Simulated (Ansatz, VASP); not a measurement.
## InP in VASP and in Ansatz

```xyz
2
Lattice="0.0000 2.9134 2.9134 2.9134 0.0000 2.9134 2.9134 2.9134 0.0000" Properties=species:S:1:pos:R:3 pbc="T T T"
In    0.0000    0.0000    0.0000
P     1.4567    1.4567    1.4567
```

Alike in both runs: functional LDA; k mesh 10 × 10 × 10; occupations gaussian, width 0.02 eV; no spin polarisation.

Ansatz relaxed the structure, and its values are those at the end. VASP's run is a single point on that final structure, the one shown.

```csv
,VASP,Ansatz
version,VASP 6.6.1,Ansatz 0.2.0
potentials or method,"VASP PAW LDA potentials, release 64 (In_d, P), cutoff 500 eV","scalar-relativistic, plane waves, PAW"
valence electrons in the cell,18,18
```

Ansatz gave:

- gap on the k mesh at the Fermi level (eV): 0.58
- least direct gap on the mesh (eV): 0.58
- pressure (GPa): 0.0

Q: Which values does VASP return?

A: gap on the k mesh at the Fermi level (eV): 0.61; least direct gap on the mesh (eV): 0.61; pressure (GPa): 0.0.

Ansatz warns that its potentials were made for another functional, while VASP's fit it. LDA's correlation is that of Perdew and Zunger in VASP and of Perdew and Wang (1992) in Ansatz.
